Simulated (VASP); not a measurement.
# KBr (Imm2) in VASP: notebook

Runs on KBr. Level: r2SCAN. Tasks: single point.

Everything below comes from runs of VASP 6.6.1. Logs are shortened: lines on timing, memory, paths and dates and some standing lists are left out, and cuts for length are marked.

**1. The cell of the first run**

The structure is orthorhombic, space group Imm2 (No. 44). The conventional cell has a = 4.656 Å, b = 6.585 Å, c = 4.656 Å, α = 90.00°, β = 90.00°, γ = 90.00°. Within 4.1 Å of K (site symmetry mm2) lie 6 Br at 3.08 to 3.52 Å. Br (site symmetry mm2) has 6 K at 3.08 to 3.52 Å within 4.1 Å.

**2. Single point, r2SCAN**

POSCAR reads:

```
KBr
1.0
    0.0000000000      3.2925000000      3.2925000000
    3.2925000000      0.0000000000      3.2925000000
    3.2925000000      3.2925000000      0.0000000000
K Br
1 1
Direct
    0.0000000000      0.0000000000      0.0000000000
    0.4328866001      0.5000000000      0.5000000000
```

INCAR.step1 reads:

```
SYSTEM = KBr
PREC = Accurate
ENCUT = 520
ISMEAR = 0
SIGMA = 0.05
LREAL = .FALSE.
LASPH = .TRUE.
NELM = 80
NBANDS = 15
GGA = PE
ALGO = Normal
EDIFF = 1E-4
LWAVE = .TRUE.
LCHARG = .FALSE.
```

INCAR.step2 reads:

```
SYSTEM = KBr
PREC = Accurate
ENCUT = 520
EDIFF = 1E-6
ISMEAR = 0
SIGMA = 0.05
LREAL = .FALSE.
LASPH = .TRUE.
NELM = 80
ALGO = Normal
ISIF = 2
LWAVE = .FALSE.
LCHARG = .FALSE.
METAGGA = R2SCAN
LMIXTAU = .TRUE.
NBANDS = 15
ISTART = 1
```

KPOINTS reads:

```
Automatic mesh
0
G
  6 6 6
  0 0 0
```

Potentials or basis: VASP PAW PBE potentials, release 64 (K_sv, Br).

The run is started by

```
$ cat potpaw_PBE.64/K_sv/POTCAR potpaw_PBE.64/Br/POTCAR > POTCAR
$ cp INCAR.step1 INCAR
$ mpirun -np 1 vasp_std > vasp.out
$ cp INCAR.step2 INCAR
$ mpirun -np 1 vasp_std > vasp.out
```

OUTCAR:

```text
SYSTEM = KBr
   PREC = Accurate
   ENCUT = 520
   EDIFF = 1E-6
   ISMEAR = 0
   LREAL = .FALSE.
   LASPH = .TRUE.
   NELM = 80
   ISIF = 2
   METAGGA = R2SCAN
   ISTART = 1

 ion  position               nearest neighbor table
   1  0.000  0.000  0.000-   2 3.08   2 3.08
   2  0.433  0.500  0.500-   1 3.08   1 3.08

  LATTYP: Found a face centered cubic cell.
 ALAT       =     6.5850000000

  Lattice vectors:

 A1 = (   0.0000000000,   3.2925000000,   3.2925000000)
 A2 = (   3.2925000000,   0.0000000000,   3.2925000000)
 A3 = (   3.2925000000,   3.2925000000,   0.0000000000)

Analysis of symmetry for initial positions (statically):
=====================================================================
 Subroutine PRICEL returns:
 Original cell was already a primitive cell.

 Routine SETGRP: Setting up the symmetry group for a
 face centered cubic supercell.

 Subroutine GETGRP returns: Found  4 space group operations
 (whereof  4 operations were pure point group operations)
 out of a pool of 48 trial point group operations.

The static configuration has the point symmetry C_2v.

Analysis of symmetry for dynamics (positions and initial velocities):
=====================================================================
 Subroutine PRICEL returns:
 Original cell was already a primitive cell.

 Routine SETGRP: Setting up the symmetry group for a
 face centered cubic supercell.

 Subroutine GETGRP returns: Found  4 space group operations
 (whereof  4 operations were pure point group operations)
 out of a pool of 48 trial point group operations.

The dynamic configuration has the point symmetry C_2v.

 Subroutine INISYM returns: Found  4 space group operations
 (whereof  4 operations are pure point group operations),
 and found     1 'primitive' translations

----------------------------------------------------------------------------------------

                                     Primitive cell

  volume of cell :      71.3851

  direct lattice vectors                    reciprocal lattice vectors
     0.000000000  3.292500000  3.292500000    -0.151860289  0.151860289  0.151860289
     3.292500000  0.000000000  3.292500000     0.151860289 -0.151860289  0.151860289
     3.292500000  3.292500000  0.000000000     0.151860289  0.151860289 -0.151860289

  length of vectors
     4.656298154  4.656298154  4.656298154     0.263029735  0.263029735  0.263029735

  position of ions in fractional coordinates (direct lattice)
     0.000000000  0.000000000  0.000000000
     0.432886600  0.500000000  0.500000000

  ion indices of the primitive-cell ions
   primitive index   ion index
                 1           1
                 2           2

[... 88 lines left out ...]
   IALGO  =     38    algorithm
   IMIX   =      4    mixing-type and parameters
     AMIX     =   0.40;   BMIX     =  1.00
     AMIX_MAG =   1.60;   BMIX_MAG =  1.00
  volume/ion in A,a.u.               =      35.69       240.87
  Fermi-wavevector in a.u.,A,eV,Ry     =   0.994441  1.879221 13.454978  0.988913
  Thomas-Fermi vector in A             =   2.126392
   LORBIT       =      0    0 simple, 1 ext, 2 COOP (PROOUT), +10 PAW based schemes
   METAGGA = R2SCAN    functional components
   LHFCALC =     F    Hartree Fock is set to
   AEXX    =    0.0000 exact exchange contribution
   IVDW    =     0    specifies the selected vdW correction
   LEPSILON=     F    determine dielectric tensor
   LRPA    =     F    only Hartree local field effects (RPA)
 non-spin polarized calculation
 Gauss-broadening in eV      SIGMA  =   0.05
  energy-cutoff  :      520.00
  volume of cell :       71.39
 maximum number of plane-waves:      1948
 NGX is ok and might be reduce to    36
   NGX = 17   NGY = 17   NGZ = 17

 number of electron      15.9999998 magnetization

 Free energy of the ion-electron system (eV)
  ---------------------------------------------------
  ext. energy  EPLUGINS =         0.00000000
  ---------------------------------------------------
  free energy    TOTEN  =       -23.17850386 eV

  energy without entropy =      -23.17850386  energy(sigma->0) =      -23.17850386

 E-fermi :  -1.8121     XC(G=0):  -7.7644

 val. band max:       -2.1483147383   @ k =   0.0000   0.0000   0.0000
 cond. band min:       2.9703967780   @ k =   0.0000   0.0000   0.0000
 fundamental gap:      5.1187115163
 Fermi energy:        -1.8121383842

 k-point     1 :       0.0000    0.0000    0.0000
  band No.  band energies     occupation
      1     -30.9652      2.00000
      2     -14.8942      2.00000
      3     -13.6807      2.00000
      4     -13.6731      2.00000
      5     -13.6534      2.00000
      6      -2.1580      2.00000
      7      -2.1542      2.00000
      8      -2.1483      2.00000
      9       2.9704      0.00000
     10       6.0969      0.00000
     11       6.2115      0.00000
     12       6.2843      0.00000
     13       7.1739      0.00000
     14       7.2567      0.00000
[... 401 lines left out ...]
      2     -14.9739      2.00000
      3     -13.6925      2.00000
      4     -13.6804      2.00000
      5     -13.5259      2.00000
      6      -2.8224      2.00000
      7      -2.3561      2.00000
      8      -2.3445      2.00000
      9       4.4262      0.00000
     10       5.8026      0.00000
     11       6.7432      0.00000
     12       7.3880      0.00000
     13       7.8789      0.00000
     14       8.3963      0.00000
     15      10.5262      0.00000

 [... further k-points ...]

------------------------ aborting loop because EDIFF is reached ----------------------------------------

  FORCE on cell =-STRESS in cart. coord.  units (eV):
  Direction    XX          YY          ZZ          XY          YZ          ZX
  --------------------------------------------------------------------------------------
  -------------------------------------------------------------------------------------
  Total        0.0107606      0.5103542      0.5103542      0.0000000     -0.1371948      0.0000000
  in kB        0.2415122     11.4544691     11.4544691      0.0000000     -3.0792220      0.0000000
  external PRESSURE =       7.7168168 kB  Pullay stress =       0.0000000 kB

 VOLUME and BASIS-vectors are now :
 -----------------------------------------------------------------------------
  energy-cutoff  :      520.00
  volume of cell :       71.39
      direct lattice vectors                 reciprocal lattice vectors
     0.000000000  3.292500000  3.292500000    -0.151860289  0.151860289  0.151860289
     3.292500000  0.000000000  3.292500000     0.151860289 -0.151860289  0.151860289
     3.292500000  3.292500000  0.000000000     0.151860289  0.151860289 -0.151860289

 POSITION                                       TOTAL-FORCE (eV/Angst)
 -----------------------------------------------------------------------------------
      0.00000      0.00000      0.00000         0.000000     -0.324988     -0.324988
      3.29250      3.07153      3.07153        -0.000000      0.324988      0.324988
 -----------------------------------------------------------------------------------
    total drift:                                0.000000     -0.000483     -0.000483

  FREE ENERGIE OF THE ION-ELECTRON SYSTEM (eV)
  ---------------------------------------------------
  free  energy   TOTEN  =       -23.1785038577 eV

  energy  without entropy=      -23.1785038577  energy(sigma->0) =      -23.17850386
```

OUTCAR.step1:

```text
SYSTEM = KBr
   PREC = Accurate
   ENCUT = 520
   ISMEAR = 0
   LREAL = .FALSE.
   LASPH = .TRUE.
[... 654 lines left out ...]
      0.00000      0.00000      0.00000        -0.000000     -0.302884     -0.302884
      3.29250      3.07153      3.07153         0.000000      0.302884      0.302884
 -----------------------------------------------------------------------------------
    total drift:                                0.000000      0.000328      0.000328

  FREE ENERGIE OF THE ION-ELECTRON SYSTEM (eV)
  ---------------------------------------------------
  free  energy   TOTEN  =        -6.1477159233 eV

  energy  without entropy=       -6.1477159233  energy(sigma->0) =       -6.14771592
```

Wall time 2 min (1 thread of Intel Xeon 6975P-C (Granite Rapids), shared host); peak memory 0.23 GiB.

What came out:

| Property | Result |
| --- | --- |
| Free energy | -23.1785 eV |
| Pressure | 0.8 GPa |
| Largest force | 0.460 eV/Å |
| Band gap on the k mesh | 5.12 eV |

Forces in eV/Å, atoms in the order of the input:
```
K    0.000 -0.325 -0.325
Br   0.000  0.325  0.325
```

Caveat: the cell differs from its parent crystal (all Br atoms moved +0.312 Å, as atom 2 towards its neighbour atom 2 (Br) at 4.656 Å); the PAW data sets were made with another functional, which shifts forces and pressure a little.

**3. Single point, r2SCAN**

Edit POSCAR of step 2 so:

```diff
@@ -9,2 +9,2 @@
     0.0000000000      0.0000000000      0.0000000000
-    0.4328866001      0.5000000000      0.5000000000
+    0.4597319601      0.5000000000      0.5000000000
```

INCAR.step1 reads:

```
PREC = Accurate ; ENCUT = 520
ISMEAR = 0 ; SIGMA = 0.05
LREAL = F ; LASPH = T
NELM = 100 ; NBANDS = 15
GGA = PE ; ALGO = Normal
EDIFF = 1E-4 ; LWAVE = T
LCHARG = F
```

INCAR.step2 reads:

```
PREC = Accurate ; ENCUT = 520
EDIFF = 1E-7 ; ISMEAR = 0
SIGMA = 0.05 ; LREAL = F
LASPH = T ; NELM = 100
ALGO = Normal ; ISIF = 2
LWAVE = F ; LCHARG = F
METAGGA = R2SCAN ; LMIXTAU = T
NBANDS = 15 ; ISTART = 1
```

KPOINTS reads:

```
Automatic mesh
0
Gamma
  6 6 6
```

Potentials or basis: VASP PAW PBE potentials, release 64 (K_sv, Br).

The run is started by

```
$ cat potpaw_PBE.64/K_sv/POTCAR potpaw_PBE.64/Br/POTCAR > POTCAR
$ cp INCAR.step1 INCAR
$ mpirun -np 1 vasp_std > vasp.out
$ cp INCAR.step2 INCAR
$ mpirun -np 1 vasp_std > vasp.out
```

OUTCAR:

```text
PREC = Accurate
   ENCUT = 520
   EDIFF = 1E-7
   ISMEAR = 0
   LREAL = F
   LASPH = T
   NELM = 100
   ISIF = 2
   METAGGA = R2SCAN
   ISTART = 1

 ion  position               nearest neighbor table
   1  0.000  0.000  0.000-   2 3.16   2 3.16   2 3.30   2 3.30
   2  0.460  0.500  0.500-   1 3.16   1 3.16   1 3.30   1 3.30

  LATTYP: Found a face centered cubic cell.
 ALAT       =     6.5850000000

  Lattice vectors:

 A1 = (   0.0000000000,   3.2925000000,   3.2925000000)
 A2 = (   3.2925000000,   0.0000000000,   3.2925000000)
 A3 = (   3.2925000000,   3.2925000000,   0.0000000000)

Analysis of symmetry for initial positions (statically):
=====================================================================
 Subroutine PRICEL returns:
 Original cell was already a primitive cell.

 Routine SETGRP: Setting up the symmetry group for a
 face centered cubic supercell.

 Subroutine GETGRP returns: Found  4 space group operations
 (whereof  4 operations were pure point group operations)
 out of a pool of 48 trial point group operations.

The static configuration has the point symmetry C_2v.

Analysis of symmetry for dynamics (positions and initial velocities):
=====================================================================
 Subroutine PRICEL returns:
 Original cell was already a primitive cell.

 Routine SETGRP: Setting up the symmetry group for a
 face centered cubic supercell.

 Subroutine GETGRP returns: Found  4 space group operations
 (whereof  4 operations were pure point group operations)
 out of a pool of 48 trial point group operations.

The dynamic configuration has the point symmetry C_2v.

 Subroutine INISYM returns: Found  4 space group operations
 (whereof  4 operations are pure point group operations),
 and found     1 'primitive' translations

----------------------------------------------------------------------------------------

[... 120 lines left out ...]
   IVDW    =     0    specifies the selected vdW correction
   LEPSILON=     F    determine dielectric tensor
   LRPA    =     F    only Hartree local field effects (RPA)
 non-spin polarized calculation
 Gauss-broadening in eV      SIGMA  =   0.05
  energy-cutoff  :      520.00
  volume of cell :       71.39
 maximum number of plane-waves:      1948
 NGX is ok and might be reduce to    36
   NGX = 17   NGY = 17   NGZ = 17

 number of electron      15.9999998 magnetization

 Free energy of the ion-electron system (eV)
  ---------------------------------------------------
  ext. energy  EPLUGINS =         0.00000000
  ---------------------------------------------------
  free energy    TOTEN  =       -23.22359471 eV

  energy without entropy =      -23.22359471  energy(sigma->0) =      -23.22359471

 E-fermi :  -1.8663     XC(G=0):  -7.7734

 val. band max:       -2.1312505877   @ k =   0.0000   0.0000   0.0000
 cond. band min:       2.9749738708   @ k =   0.0000   0.0000   0.0000
 fundamental gap:      5.1062244585
 Fermi energy:        -1.8663167213

 k-point     1 :       0.0000    0.0000    0.0000
  band No.  band energies     occupation
      1     -30.9808      2.00000
      2     -14.8715      2.00000
      3     -13.6904      2.00000
      4     -13.6879      2.00000
      5     -13.6806      2.00000
      6      -2.1354      2.00000
      7      -2.1337      2.00000
      8      -2.1313      2.00000
      9       2.9750      0.00000
     10       6.1085      0.00000
     11       6.1494      0.00000
     12       6.1765      0.00000
     13       7.1268      0.00000
     14       7.1568      0.00000
[... 401 lines left out ...]
      2     -14.9558      2.00000
      3     -13.7070      2.00000
      4     -13.6898      2.00000
      5     -13.5473      2.00000
      6      -2.8161      2.00000
      7      -2.3411      2.00000
      8      -2.3290      2.00000
      9       4.4334      0.00000
     10       5.7405      0.00000
     11       6.7565      0.00000
     12       7.3554      0.00000
     13       7.8104      0.00000
     14       8.3235      0.00000
     15      10.5758      0.00000

 [... further k-points ...]

------------------------ aborting loop because EDIFF is reached ----------------------------------------

  FORCE on cell =-STRESS in cart. coord.  units (eV):
  Direction    XX          YY          ZZ          XY          YZ          ZX
  --------------------------------------------------------------------------------------
  -------------------------------------------------------------------------------------
  Total        0.0534538      0.2334468      0.2334468      0.0000000     -0.0461414      0.0000000
  in kB        1.1997247      5.2395150      5.2395150      0.0000000     -1.0356044      0.0000000
  external PRESSURE =       3.8929182 kB  Pullay stress =       0.0000000 kB

 VOLUME and BASIS-vectors are now :
 -----------------------------------------------------------------------------
  energy-cutoff  :      520.00
  volume of cell :       71.39
      direct lattice vectors                 reciprocal lattice vectors
     0.000000000  3.292500000  3.292500000    -0.151860289  0.151860289  0.151860289
     3.292500000  0.000000000  3.292500000     0.151860289 -0.151860289  0.151860289
     3.292500000  3.292500000  0.000000000     0.151860289  0.151860289 -0.151860289

 POSITION                                       TOTAL-FORCE (eV/Angst)
 -----------------------------------------------------------------------------------
      0.00000      0.00000      0.00000         0.000000     -0.187494     -0.187494
      3.29250      3.15992      3.15992        -0.000000      0.187494      0.187494
 -----------------------------------------------------------------------------------
    total drift:                               -0.000000     -0.000573     -0.000573

  FREE ENERGIE OF THE ION-ELECTRON SYSTEM (eV)
  ---------------------------------------------------
  free  energy   TOTEN  =       -23.2235947128 eV

  energy  without entropy=      -23.2235947128  energy(sigma->0) =      -23.22359471
```

Run time: 92 s. Hardware: 1 thread of Intel Xeon 6975P-C (Granite Rapids), shared host; peak memory 0.24 GiB.

Results:

* Free energy: -23.2236 eV
* Pressure: 0.4 GPa
* Largest force: 0.265 eV/Å
* Band gap on the k mesh: 5.11 eV

Forces on the atoms (eV/Å):
```
K    0.000 -0.187 -0.187
Br   0.000  0.187  0.187
```

Caveat: the cell differs from its parent crystal (all Br atoms moved +0.188 Å, as atom 2 towards its neighbour atom 2 (Br) at 4.656 Å); the PAW data sets were made with another functional, which shifts forces and pressure a little.
